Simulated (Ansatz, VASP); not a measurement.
**ZrC: VASP beside Ansatz**

The input INCAR:

```
  ALGO = Normal
  EDIFF = 1E-8
  ENCUT = 520
  GGA = PE
  ISIF = 2
  ISMEAR = -1
  LASPH = True
  LCHARG = False
  LEFG = True
  LREAL = False
  LWAVE = False
  NBANDS = 15
  NELM = 80
  PREC = Accurate
  SIGMA = 0.05
```

The input KPOINTS:

```
k-points
0
Gamma
  15 15 15
```

File POSCAR:

```
ZrC
1.0
    0.0000000000      2.3032058000      2.3502100000
    2.3032058000      0.0000000000      2.3502100000
    2.3032058000      2.3032058000      0.0000000000
Zr C
1 1
Direct
    0.5000000000      0.5000000000      0.5000000000
    0.0000000000      0.0000000000      0.0000000000
```

Input for Ansatz:

```yaml
crystal:
  lattice:
    - [0.0, 2.3032058, 2.35021]
    - [2.3032058, 0.0, 2.35021]
    - [2.3032058, 2.3032058, 0.0]
  atoms:
    - { symbol: Zr, position: [0.5, 0.5, 0.5] }
    - { symbol: C, position: [0.0, 0.0, 0.0] }
kpoints:
  mp_grid: { grid: [15, 15, 15] }
scf:
  occupations: { method: fermi_dirac, width: 0.05 }
hamiltonian:
  xc: pbe
  pseudopotentials: { kind: all_electron, datasets: crystal }
output:
  forces: true
  stress: true
  eigenvalues: true
  efg: { contact_densities: true }
```

Change from the starting cell: equal xx and yy strain of -2 %, crystal datasets.

Alike in both runs: task electric field gradients; functional PBE; k mesh 15 × 15 × 15; occupations fermi-dirac, width 0.05 eV; no spin polarisation.

|  | VASP | Ansatz |
| --- | --- | --- |
| version | VASP 6.6.1 | Ansatz 0.2.0 |
| potentials or method | VASP PAW PBE potentials, release 64 (Zr_sv, C), cutoff 520 eV | all-electron PAW with datasets made for the crystal, scalar-relativistic |

|  | VASP | Ansatz | Ansatz less VASP |
| --- | --- | --- | --- |
| pressure (GPa) | 11.6 | 11.4 | -0.21 |
| traceless stress, the component that is largest in VASP (GPa) | -5.71 | -5.69 | +0.028 |
| size of Vzz on the site where it differs most (V/Å²) | 30.5 | 31.0 | +0.51 |

Ansatz ran all-electron here, and VASP with PAW potentials.
